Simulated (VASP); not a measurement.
The system is ZrPdSe3.

```xyz
5
Lattice="4.7164 0.0000 0.0000 0.0000 4.7164 0.0000 0.0000 0.0000 4.7164" Properties=species:S:1:pos:R:3 pbc="T T T"
Zr    0.0000    0.0000    0.0000
Pd    2.3582    2.3582    2.3582
Se    0.0000    2.3582    2.3582
Se    2.3582    2.3582    0.0000
Se    2.3582    0.0000    2.3582
```

The cell was built from a structure type or drawn by symmetry, and may not be a known phase.

```yaml
Program: VASP 6.6.1
Task: relaxation of cell and atoms
Functional: PBE
Potentials_or_basis: VASP PAW PBE potentials, release 64 (Zr_sv, Pd, Se)
Cutoff: 500 eV
k_mesh: 4 × 4 × 4
Occupations: gaussian, width 0.1 eV
Spin: no spin polarisation
```

At the start: pressure 9.0 GPa; volume 20.98 Å³/atom.

How do energy, volume and symmetry change on relaxing?

Over 3 steps the energy falls by 49.4 meV/atom and the volume is 22.91 Å³/atom (+9.2 %); space group Pm-3m (No. 221, to 0.1 Å) before and after.

The path:
```
step  energy change (eV)  largest force (eV/Å)  pressure (GPa)  volume (Å³)
   1              0.0000                0.0000            9.04       104.91
   2             -0.0678                0.0000           -5.60       123.93
   3             -0.2470                0.0000           -0.07       114.53
```

Final structure:
```
Zr Pd Se
1.0
     4.85626    0.00000    0.00000
     0.00000    4.85626    0.00000
     0.00000    0.00000    4.85626
Zr Pd Se
1 1 3
Direct
  0.00000 0.00000 0.00000
  0.50000 0.50000 0.50000
  0.00000 0.50000 0.50000
  0.50000 0.50000 0.00000
  0.50000 0.00000 0.50000
```

Caveat: the highest band is partly filled, so the run has too few bands.
